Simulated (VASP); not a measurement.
# Ag (Fm-3m) in VASP: single point with PBEsol

Aim: the single point of Ag with PBEsol.

All numbers are computed with VASP 6.6.1; they aren't measurements. Logs are shortened: lines on timing, memory, paths and dates and some standing lists are left out, and cuts for length are marked.

### 1 The cell of the first run

Symmetry: Fm-3m, No. 225, cubic system. The conventional cell has a = 4.053 Å, b = 4.053 Å, c = 4.053 Å, α = 90.00°, β = 90.00°, γ = 90.00°. Ag (site symmetry m-3m) has 12 Ag at 2.87 Å within 3.8 Å.

### 2 Single point, PBEsol

File INCAR:

```
PREC = Accurate
ENCUT = 520
EDIFF = 1E-7
ISMEAR = 0
SIGMA = 0.1
LREAL = False
LASPH = True
NELM = 60
ALGO = Fast
ISIF = 2
LWAVE = False
LCHARG = False
GGA = PS
NBANDS = 12
```

File KPOINTS:

```
regular mesh
0
Gamma
  34 34 34
```

File POSCAR:

```
Ag
1.0
    0.0000000000      2.0266378321      2.0266378321
    2.0266378321      0.0000000000      2.0266378321
    2.0266378321      2.0266378321      0.0000000000
Ag
1
Direct
    0.0000000000      0.0000000000      0.0000000000
```

Potentials or basis: VASP PAW PBE potentials, release 64 (Ag).

Started as:

```sh
> cat potpaw_PBE.64/Ag/POTCAR > POTCAR
> mpirun -np 1 vasp_std > vasp.out
```

OUTCAR:

```text
PREC = Accurate
   ENCUT = 520
   EDIFF = 1E-7
   ISMEAR = 0
   LREAL = False
   LASPH = True
   NELM = 60
   ISIF = 2
   GGA = PS

 ion  position               nearest neighbor table
   1  0.000  0.000  0.000-

  LATTYP: Found a face centered cubic cell.
 ALAT       =     4.0532756642

  Lattice vectors:

 A1 = (   0.0000000000,   2.0266378321,   2.0266378321)
 A2 = (   2.0266378321,   0.0000000000,   2.0266378321)
 A3 = (   2.0266378321,   2.0266378321,   0.0000000000)

Analysis of symmetry for initial positions (statically):
=====================================================================
 Subroutine PRICEL returns:
 Original cell was already a primitive cell.

 Routine SETGRP: Setting up the symmetry group for a
 face centered cubic supercell.

 Subroutine GETGRP returns: Found 48 space group operations
 (whereof 48 operations were pure point group operations)
 out of a pool of 48 trial point group operations.

The static configuration has the point symmetry O_h .

Analysis of symmetry for dynamics (positions and initial velocities):
=====================================================================
 Subroutine PRICEL returns:
 Original cell was already a primitive cell.

 Routine SETGRP: Setting up the symmetry group for a
 face centered cubic supercell.

 Subroutine GETGRP returns: Found 48 space group operations
 (whereof 48 operations were pure point group operations)
 out of a pool of 48 trial point group operations.

The dynamic configuration has the point symmetry O_h .

 Subroutine INISYM returns: Found 48 space group operations
 (whereof 48 operations are pure point group operations),
 and found     1 'primitive' translations

----------------------------------------------------------------------------------------

                                     Primitive cell

  volume of cell :      16.6479

  direct lattice vectors                    reciprocal lattice vectors
     0.000000000  2.026637832  2.026637832    -0.246714036  0.246714036  0.246714036
     2.026637832  0.000000000  2.026637832     0.246714036 -0.246714036  0.246714036
     2.026637832  2.026637832  0.000000000     0.246714036  0.246714036 -0.246714036

  length of vectors
     2.866098708  2.866098708  2.866098708     0.427321246  0.427321246  0.427321246

  position of ions in fractional coordinates (direct lattice)
     0.000000000  0.000000000  0.000000000

  ion indices of the primitive-cell ions
   primitive index   ion index
                 1           1

----------------------------------------------------------------------------------------

 KPOINTS: regular mesh

Automatic generation of k-mesh.
 Grid dimensions read from file:
 generate k-points for:   34   34   34

 Generating k-lattice:

  Cartesian coordinates                     Fractional coordinates (reciprocal lattice)
    -0.007256295  0.007256295  0.007256295     0.029411765  0.000000000  0.000000000
     0.007256295 -0.007256295  0.007256295     0.000000000  0.029411765  0.000000000
     0.007256295  0.007256295 -0.007256295     0.000000000  0.000000000  0.029411765

  Length of vectors
     0.012568272  0.012568272  0.012568272

  Shift w.r.t. Gamma in fractional coordinates (k-lattice)
     0.000000000  0.000000000  0.000000000

 Subroutine IBZKPT returns following result:
 ===========================================

 Found   1059 irreducible k-points:

 Following reciprocal coordinates:
            Coordinates               Weight
  0.000000  0.000000  0.000000      1.000000
  0.029412  0.000000  0.000000      8.000000
  0.058824  0.000000  0.000000      8.000000
  0.088235  0.000000  0.000000      8.000000
  0.117647  0.000000  0.000000      8.000000
  0.147059  0.000000  0.000000      8.000000
[... 16 lines left out ...]
  0.147059  0.029412  0.000000     24.000000
  0.176471  0.029412  0.000000     24.000000
 [... further k-points ...]
   k-points           NKPTS =   1059   k-points in BZ     NKDIM =   1059   number of bands    NBANDS=     12
   number of dos      NEDOS =    301   number of ions     NIONS =      1
   total plane-waves  NPLWV =  13824
   dimension x,y,z NGX =    24 NGY =   24 NGZ =   24
   dimension x,y,z NGXF=    48 NGYF=   48 NGZF=   48
   ions per type =               1
   NGX,Y,Z   is equivalent  to a cutoff of  13.92, 13.92, 13.92 a.u.
   NGXF,Y,Z  is equivalent  to a cutoff of  27.84, 27.84, 27.84 a.u.
 SYSTEM =  unknown system
   PREC   = accura    normal or accurate (medium, high low for compatibility)
   ISTART =      0    job   : 0-new  1-cont  2-samecut
   ICHARG =      2    charge: 1-file 2-atom 10-const
   ISPIN  =      1    spin polarized calculation?
   LNONCOLLINEAR =      F non collinear calculations
   LSORBIT =      F    spin-orbit coupling
   LASPH  =      T    aspherical Exc in radial PAW
   ENCUT  =  520.0 eV  38.22 Ry    6.18 a.u.   5.33  5.33  5.33*2*pi/ulx,y,z
   NELM   =     60;   NELMIN=  2; NELMDL= -5     # of ELM steps
   EDIFF  = 0.1E-06   stopping-criterion for ELM
   LREAL  =      F    real-space projection
   EDIFFG = 0.1E-05   stopping-criterion for IOM
   NSW    =      0    number of steps for IOM
   IBRION =     -1    ionic relax: 0-MD 1-quasi-New 2-CG
   NFREE  =      0    steps in history (QN), initial steepest desc. (CG)
   ISIF   =      2    stress and relaxation
   ISYM   =      2    0-nonsym 1-usesym 2-fastsym
   POTIM  = 0.5000    time-step for ionic-motion
   TEBEG  =    0.0;   TEEND  =   0.0 temperature during run
   PSTRESS=    0.0 pullay stress
   NELECT =      11.0000    total number of electrons
   NUPDOWN=      -1.0000    fix difference up-down
   EMIN   =  10.00;   EMAX   =-10.00  energy-range for DOS
   EFERMI =   0.00;   METHOD = LEGACY
   ISMEAR =     0;   SIGMA  =   0.10  broadening in eV -4-tet -1-fermi 0-gaus
   EFERMI_NEDOS =   21; number of points for ismear=-14 and -15
   IALGO  =     68    algorithm
   IMIX   =      4    mixing-type and parameters
     AMIX     =   0.40;   BMIX     =  1.00
     AMIX_MAG =   1.60;   BMIX_MAG =  1.00
  volume/ion in A,a.u.               =      16.65       112.35
  Fermi-wavevector in a.u.,A,eV,Ry     =   1.425891  2.694543 27.662881  2.033164
  Thomas-Fermi vector in A             =   2.546226
   LORBIT       =      0    0 simple, 1 ext, 2 COOP (PROOUT), +10 PAW based schemes
   GGA     = PS    functional components
   LHFCALC =     F    Hartree Fock is set to
   AEXX    =    0.0000 exact exchange contribution
   IVDW    =     0    specifies the selected vdW correction
   LEPSILON=     F    determine dielectric tensor
   LRPA    =     F    only Hartree local field effects (RPA)
 non-spin polarized calculation
 RMM-DIIS sequential band-by-band and
 Gauss-broadening in eV      SIGMA  =   0.10
  energy-cutoff  :      520.00
  volume of cell :       16.65
 maximum number of plane-waves:       464
 NGX is ok and might be reduce to    24
   NGX = 11   NGY = 11   NGZ = 11

 number of electron      11.0000001 magnetization

 Free energy of the ion-electron system (eV)
  ---------------------------------------------------
  ext. energy  EPLUGINS =         0.00000000
  ---------------------------------------------------
  free energy    TOTEN  =        -3.30964890 eV

  energy without entropy =       -3.30809390  energy(sigma->0) =       -3.30887140

 E-fermi :   8.6067     XC(G=0): -12.5556

 val. band max:        8.5903310976   @ k =   0.5000   0.2647   0.0882
 cond. band min:       8.6114614729   @ k =  -0.2647   0.2647   0.0000
 fundamental gap:      0.0211303753
 Fermi energy:         8.6067331527

 k-point     1 :       0.0000    0.0000    0.0000
  band No.  band energies     occupation
      1       0.5586      2.00000
      2       3.7072      2.00000
      3       3.7072      2.00000
      4       3.7072      2.00000
      5       4.7990      2.00000
      6       4.7990      2.00000
      7      24.6030      0.00000
      8      28.3171      0.00000
      9      28.3171      0.00000
     10      28.3171      0.00000
     11      33.1978      0.00000
     12      34.4823      0.00000

 k-point     2 :       0.0294    0.0000    0.0000
  band No.  band energies     occupation
      1       0.5864      2.00000
      2       3.7001      2.00000
      3       3.7153      2.00000
      4       3.7153      2.00000
      5       4.7957      2.00000
      6       4.7957      2.00000
      7      24.6146      0.00000
      8      28.0507      0.00000
      9      28.3312      0.00000
     10      28.3312      0.00000
     11      33.3504      0.00000
     12      34.4495      0.00000

 k-point     3 :       0.0588    0.0000    0.0000
  band No.  band energies     occupation
      1       0.6692      2.00000
      2       3.6802      2.00000
      3       3.7387      2.00000
      4       3.7387      2.00000
      5       4.7865      2.00000
      6       4.7865      2.00000
      7      24.6361      0.00000
      8      27.3921      0.00000
      9      28.3716      0.00000
     10      28.3716      0.00000
     11      33.3369      0.00000
     12      34.3340      0.00000
[... 286 lines left out ...]
 k-point    23 :       0.1471    0.0294    0.0000
  band No.  band energies     occupation
      1       1.1551      2.00000
      2       3.5810      2.00000
      3       3.8608      2.00000
      4       3.8661      2.00000
      5       4.7067      2.00000
      6       4.8120      2.00000
      7      23.9587      0.00000
      8      25.6393      0.00000
      9      28.0454      0.00000
     10      28.8990      0.00000
     11      31.9738      0.00000
     12      33.5759      0.00000

 k-point    24 :       0.1765    0.0294    0.0000
  band No.  band energies     occupation
      1       1.3949      2.00000
      2       3.5681      2.00000
      3       3.9034      2.00000
      4       3.9063      2.00000
      5       4.7085      2.00000
      6       4.8301      2.00000
      7      23.0312      0.00000
      8      25.5076      0.00000
      9      27.9980      0.00000
     10      29.1089      0.00000
     11      31.4867      0.00000
     12      33.2736      0.00000

 [... further k-points ...]
[... 5 lines left out ...]
  --------------------------------------------------------------------------------------
  -------------------------------------------------------------------------------------
  Total       -0.0264462     -0.0264462     -0.0264462      0.0000000      0.0000000     -0.0000000
  in kB       -2.5451592     -2.5451592     -2.5451592      0.0000000      0.0000000     -0.0000000
  external PRESSURE =      -2.5451592 kB  Pullay stress =       0.0000000 kB

 VOLUME and BASIS-vectors are now :
 -----------------------------------------------------------------------------
  energy-cutoff  :      520.00
  volume of cell :       16.65
      direct lattice vectors                 reciprocal lattice vectors
     0.000000000  2.026637832  2.026637832    -0.246714036  0.246714036  0.246714036
     2.026637832  0.000000000  2.026637832     0.246714036 -0.246714036  0.246714036
     2.026637832  2.026637832  0.000000000     0.246714036  0.246714036 -0.246714036

 POSITION                                       TOTAL-FORCE (eV/Angst)
 -----------------------------------------------------------------------------------
      0.00000      0.00000      0.00000        -0.000000      0.000000     -0.000000
 -----------------------------------------------------------------------------------
    total drift:                               -0.000000      0.000000     -0.000000

  FREE ENERGIE OF THE ION-ELECTRON SYSTEM (eV)
  ---------------------------------------------------
  free  energy   TOTEN  =        -3.3096489050 eV

  energy  without entropy=       -3.3080938972  energy(sigma->0) =       -3.30887140
```

Run time: 67 s. Hardware: 1 thread of Intel Xeon 6975P-C (Granite Rapids), shared host; peak memory 0.31 GiB.

Results:

```yaml
Free_energy: -3.3096 eV
Pressure: -0.3 GPa
```

Levels at points of the mesh, in eV from the Fermi level:
```csv
k point,band 3,band 4,band 5,band 6,band 7,band 8,band 9,band 10
"(0.00, 0.00, 0.00)",-4.90,-4.90,-3.81,-3.81,16.00,19.71,19.71,19.71
"(0.50, 0.00, 0.00)",-4.92,-2.97,-2.97,-0.56,3.68,15.23,18.02,18.02
"(0.50, 0.50, 0.00)",-3.01,-2.76,-2.76,1.48,6.86,10.68,10.68,17.41
```

Caveat: the PAW data sets were made with another functional, which shifts forces and pressure a little.
